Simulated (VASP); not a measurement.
# Ba (Cmmm) in VASP: single point with LDA

Aim: the single point of Ba with LDA.

Everything below comes from runs of VASP 6.6.1. Logs are shortened: lines on timing, memory, paths and dates and some standing lists are left out, and cuts for length are marked.

## Step 1: The cell of the first run

The structure is orthorhombic, space group Cmmm (No. 65). The conventional cell has a = 4.312 Å, b = 6.721 Å, c = 3.913 Å, α = 90.00°, β = 90.00°, γ = 90.00°. Within 5.1 Å of Ba (site symmetry mmm) lie 8 Ba at 3.91 to 4.31 Å.

## Step 2: Single point, LDA (strain -0.1000 x Voigt [0, 1, 0, 0, 0, 0])

INCAR reads:

```
  ALGO = Fast
  EDIFF = 1E-6
  ENCUT = 520
  GGA = CA
  ISIF = 2
  ISMEAR = 0
  LASPH = True
  LCHARG = False
  LREAL = False
  LWAVE = False
  NBANDS = 11
  NELM = 80
  PREC = Accurate
  SIGMA = 0.15
```

KPOINTS reads:

```
k-points
0
Gamma
  15 15 12
```

POSCAR reads:

```
Ba
1.0
    4.3116136979      0.0000000000      0.0000000000
   -2.1558068490      3.3605702943      0.0000000000
    0.0000000000      0.0000000000      3.9134133000
Ba
1
Direct
    0.0000000000      0.0000000000      0.0000000000
```

Potentials or basis: VASP PAW LDA potentials, release 64 (Ba_sv).

The run is started by

```sh
> cat potpaw_LDA.64/Ba_sv/POTCAR > POTCAR
> mpirun -np 1 vasp_std > vasp.out
```

OUTCAR:

```text
EDIFF = 1E-6
   ENCUT = 520
   GGA = CA
   ISIF = 2
   ISMEAR = 0
   LASPH = True
   LREAL = False
   NELM = 80
   PREC = Accurate

 ion  position               nearest neighbor table
   1  0.000  0.000  0.000-

  Warning from LATTYP: Monoclinic adjustment (A1->A3, A2->A1, A3->A2)!
  LATTYP: Found a base centered orthorhombic cell.
 ALAT       =     4.3116136979
 B/A-ratio  =     1.5588457268
 C/A-ratio  =     0.9076446950

  Lattice vectors:

 A1 = (   2.1558068490,  -3.3605702943,   0.0000000000)
 A2 = (   2.1558068489,   3.3605702943,   0.0000000000)
 A3 = (   0.0000000000,   0.0000000000,   3.9134133000)

Analysis of symmetry for initial positions (statically):
=====================================================================
 Subroutine PRICEL returns:
 Original cell was already a primitive cell.

 Routine SETGRP: Setting up the symmetry group for a
 base centered orthorhombic supercell.

 Subroutine GETGRP returns: Found  8 space group operations
 (whereof  8 operations were pure point group operations)
 out of a pool of  8 trial point group operations.

The static configuration has the point symmetry D_2h.

Analysis of symmetry for dynamics (positions and initial velocities):
=====================================================================
 Subroutine PRICEL returns:
 Original cell was already a primitive cell.

 Routine SETGRP: Setting up the symmetry group for a
 base centered orthorhombic supercell.

 Subroutine GETGRP returns: Found  8 space group operations
 (whereof  8 operations were pure point group operations)
 out of a pool of  8 trial point group operations.

The dynamic configuration has the point symmetry D_2h.

 Subroutine INISYM returns: Found  8 space group operations
 (whereof  8 operations are pure point group operations),
 and found     1 'primitive' translations

----------------------------------------------------------------------------------------

                                     Primitive cell

  volume of cell :      56.7033

  direct lattice vectors                    reciprocal lattice vectors
     4.311613698  0.000000000  0.000000000     0.231931724  0.148784271  0.000000000
    -2.155806849  3.360570294  0.000000000     0.000000000  0.297568541  0.000000000
     0.000000000  0.000000000  3.913413300     0.000000000  0.000000000  0.255531405

  length of vectors
     4.311613698  3.992610158  3.913413300     0.275552325  0.297568541  0.255531405

  position of ions in fractional coordinates (direct lattice)
     0.000000000  0.000000000  0.000000000

  ion indices of the primitive-cell ions
   primitive index   ion index
                 1           1

----------------------------------------------------------------------------------------

 KPOINTS: k-points

Automatic generation of k-mesh.
 Grid dimensions read from file:
 generate k-points for:   15   15   12

 Generating k-lattice:

  Cartesian coordinates                     Fractional coordinates (reciprocal lattice)
     0.015462115  0.009918951  0.000000000     0.066666667  0.000000000  0.000000000
     0.000000000  0.019837903  0.000000000     0.000000000  0.066666667  0.000000000
     0.000000000  0.000000000  0.021294284     0.000000000  0.000000000  0.083333333

  Length of vectors
     0.018370155  0.019837903  0.021294284

  Shift w.r.t. Gamma in fractional coordinates (k-lattice)
     0.000000000  0.000000000  0.000000000

 Subroutine IBZKPT returns following result:
 ===========================================

 Found    448 irreducible k-points:

 Following reciprocal coordinates:
            Coordinates               Weight
  0.000000  0.000000  0.000000      1.000000
  0.066667  0.000000  0.000000      4.000000
  0.133333  0.000000  0.000000      4.000000
  0.200000  0.000000  0.000000      4.000000
  0.266667  0.000000  0.000000      4.000000
  0.333333  0.000000  0.000000      4.000000
[... 16 lines left out ...]
  0.000000  0.133333  0.000000      2.000000
  0.066667  0.133333  0.000000      4.000000
 [... further k-points ...]
   k-points           NKPTS =    448   k-points in BZ     NKDIM =    448   number of bands    NBANDS=     11
   number of dos      NEDOS =    301   number of ions     NIONS =      1
   total plane-waves  NPLWV =  28800
   dimension x,y,z NGX =    32 NGY =   30 NGZ =   30
   dimension x,y,z NGXF=    64 NGYF=   60 NGZF=   60
   ions per type =               1
   NGX,Y,Z   is equivalent  to a cutoff of  12.34, 12.49, 12.74 a.u.
   NGXF,Y,Z  is equivalent  to a cutoff of  24.68, 24.98, 25.49 a.u.
 SYSTEM =  unknown system
   PREC   = accura    normal or accurate (medium, high low for compatibility)
   ISTART =      0    job   : 0-new  1-cont  2-samecut
   ICHARG =      2    charge: 1-file 2-atom 10-const
   ISPIN  =      1    spin polarized calculation?
   LNONCOLLINEAR =      F non collinear calculations
   LSORBIT =      F    spin-orbit coupling
   LASPH  =      T    aspherical Exc in radial PAW
   ENCUT  =  520.0 eV  38.22 Ry    6.18 a.u.   8.02  7.42  7.28*2*pi/ulx,y,z
   NELM   =     80;   NELMIN=  2; NELMDL= -5     # of ELM steps
   EDIFF  = 0.1E-05   stopping-criterion for ELM
   LREAL  =      F    real-space projection
   EDIFFG = 0.1E-04   stopping-criterion for IOM
   NSW    =      0    number of steps for IOM
   IBRION =     -1    ionic relax: 0-MD 1-quasi-New 2-CG
   NFREE  =      0    steps in history (QN), initial steepest desc. (CG)
   ISIF   =      2    stress and relaxation
   ISYM   =      2    0-nonsym 1-usesym 2-fastsym
   POTIM  = 0.5000    time-step for ionic-motion
   TEBEG  =    0.0;   TEEND  =   0.0 temperature during run
   PSTRESS=    0.0 pullay stress
   NELECT =      10.0000    total number of electrons
   NUPDOWN=      -1.0000    fix difference up-down
   EMIN   =  10.00;   EMAX   =-10.00  energy-range for DOS
   EFERMI =   0.00;   METHOD = LEGACY
   ISMEAR =     0;   SIGMA  =   0.15  broadening in eV -4-tet -1-fermi 0-gaus
   EFERMI_NEDOS =   21; number of points for ismear=-14 and -15
   IALGO  =     68    algorithm
   IMIX   =      4    mixing-type and parameters
     AMIX     =   0.40;   BMIX     =  1.00
     AMIX_MAG =   1.60;   BMIX_MAG =  1.00
  volume/ion in A,a.u.               =      56.70       382.65
  Fermi-wavevector in a.u.,A,eV,Ry     =   0.918062  1.734886 11.467503  0.842838
  Thomas-Fermi vector in A             =   2.043101
   LORBIT       =      0    0 simple, 1 ext, 2 COOP (PROOUT), +10 PAW based schemes
   GGA     = CA    functional components
   LHFCALC =     F    Hartree Fock is set to
   AEXX    =    0.0000 exact exchange contribution
   IVDW    =     0    specifies the selected vdW correction
   LEPSILON=     F    determine dielectric tensor
   LRPA    =     F    only Hartree local field effects (RPA)
 non-spin polarized calculation
 RMM-DIIS sequential band-by-band and
 Gauss-broadening in eV      SIGMA  =   0.15
  energy-cutoff  :      520.00
  volume of cell :       56.70
 maximum number of plane-waves:      1555
   NGX = 17   NGY = 15   NGZ = 15

 number of electron      10.0000001 magnetization

 Free energy of the ion-electron system (eV)
  ---------------------------------------------------
  ext. energy  EPLUGINS =         0.00000000
  ---------------------------------------------------
  free energy    TOTEN  =        -2.06433317 eV

  energy without entropy =       -2.05031564  energy(sigma->0) =       -2.05732440

 E-fermi :   1.7891     XC(G=0):  -7.9524

 val. band max:        1.7829432398   @ k =   0.2667   0.2667   0.0000
 cond. band min:       1.7892736345   @ k =   0.0667   0.0000   0.0000
 fundamental gap:      0.0063303947
 Fermi energy:         1.7890536329

 k-point     1 :       0.0000    0.0000    0.0000
  band No.  band energies     occupation
      1     -27.0893      2.00000
      2     -11.9290      2.00000
      3     -11.9237      2.00000
      4     -11.8555      2.00000
      5      -0.9393      2.00000
      6       1.7465      1.31168
      7       2.9778      0.00000
      8       4.3415      0.00000
      9       6.9431      0.00000
     10       7.1661      0.00000
     11       8.3712      0.00000

 k-point     2 :       0.0667    0.0000    0.0000
  band No.  band energies     occupation
      1     -27.0860      2.00000
      2     -11.9556      2.00000
      3     -11.9200      2.00000
      4     -11.8719      2.00000
      5      -0.8524      2.00000
      6       1.7893      0.99835
      7       2.9488      0.00000
      8       4.3369      0.00000
      9       6.7510      0.00000
     10       7.1006      0.00000
     11       8.6127      0.00000

 k-point     3 :       0.1333    0.0000    0.0000
  band No.  band energies     occupation
      1     -27.0769      2.00000
      2     -12.0491      2.00000
      3     -11.9094      2.00000
      4     -11.8978      2.00000
      5      -0.6079      2.00000
      6       1.9052      0.27367
      7       2.8422      0.00000
      8       4.4243      0.00000
      9       6.2719      0.00000
     10       7.0263      0.00000
     11       9.2328      0.00000

 k-point     4 :       0.2000    0.0000    0.0000
  band No.  band energies     occupation
      1     -27.0634      2.00000
      2     -12.1948      2.00000
      3     -11.9226      2.00000
      4     -11.8937      2.00000
      5      -0.2508      2.00000
      6       2.0338      0.02103
      7       2.7141      0.00000
      8       4.7188      0.00000
      9       5.7469      0.00000
     10       6.9453      0.00000
     11       9.4097      0.00000
[... 239 lines left out ...]
 k-point    22 :      -0.1333    0.0667    0.0000
  band No.  band energies     occupation
      1     -27.0811      2.00000
      2     -12.0058      2.00000
      3     -11.9141      2.00000
      4     -11.8914      2.00000
      5      -0.6993      2.00000
      6       1.8630      0.48591
      7       2.7974      0.00000
      8       4.5536      0.00000
      9       6.4482      0.00000
     10       7.0365      0.00000
     11       8.9096      0.00000

 k-point    23 :       0.0000    0.1333    0.0000
  band No.  band energies     occupation
      1     -27.0717      2.00000
      2     -12.0194      2.00000
      3     -11.9775      2.00000
      4     -11.9040      2.00000
      5      -0.5481      2.00000
      6       1.9524      0.12358
      7       3.4040      0.00000
      8       3.5646      0.00000
      9       6.3357      0.00000
     10       6.7864      0.00000
     11       9.6957      0.00000

 k-point    24 :       0.0667    0.1333    0.0000
  band No.  band energies     occupation
      1     -27.0611      2.00000
      2     -12.1393      2.00000
      3     -11.9834      2.00000
      4     -11.8920      2.00000
      5      -0.3003      2.00000
      6       2.0768      0.00667
      7       3.0513      0.00000
      8       3.9314      0.00000
      9       5.9443      0.00000
     10       6.7493      0.00000
     11       9.9606      0.00000

 [... further k-points ...]
[... 5 lines left out ...]
  --------------------------------------------------------------------------------------
  -------------------------------------------------------------------------------------
  Total       -0.3554749      0.1863697     -0.4338197     -0.0000000      0.0000000      0.0000000
  in kB      -10.0440982      5.2659586    -12.2577658     -0.0000000      0.0000000      0.0000000
  external PRESSURE =      -5.6786352 kB  Pullay stress =       0.0000000 kB

 VOLUME and BASIS-vectors are now :
 -----------------------------------------------------------------------------
  energy-cutoff  :      520.00
  volume of cell :       56.70
      direct lattice vectors                 reciprocal lattice vectors
     4.311613698  0.000000000  0.000000000     0.231931724  0.148784271  0.000000000
    -2.155806849  3.360570294  0.000000000     0.000000000  0.297568541  0.000000000
     0.000000000  0.000000000  3.913413300     0.000000000  0.000000000  0.255531405

 POSITION                                       TOTAL-FORCE (eV/Angst)
 -----------------------------------------------------------------------------------
      0.00000      0.00000      0.00000         0.000000      0.000000      0.000000
 -----------------------------------------------------------------------------------
    total drift:                                0.000000      0.000000     -0.000000

  FREE ENERGIE OF THE ION-ELECTRON SYSTEM (eV)
  ---------------------------------------------------
  free  energy   TOTEN  =        -2.0643331692 eV

  energy  without entropy=       -2.0503156394  energy(sigma->0) =       -2.05732440
```

Run time: 2 min. Hardware: 1 thread of Intel Xeon 6975P-C, shared host; peak memory 0.37 GiB.

What came out:

| Quantity | Value |
| --- | --- |
| Free energy | -2.0643 eV |
| Pressure | -0.6 GPa |
| Band gap on the k mesh | zero (band 5 reaches 2.10 eV, above the bottom of band 6 at 1.50 eV) |

Stress tensor (GPa, compression positive):
```
-1.00  0.00  0.00
 0.00  0.53  0.00
 0.00  0.00 -1.23
```

Caveat: the cell differs from its parent crystal (strain -0.1000 x Voigt [0, 1, 0, 0, 0, 0]); spin-orbit coupling is left out, which moves the levels of the heavy elements.
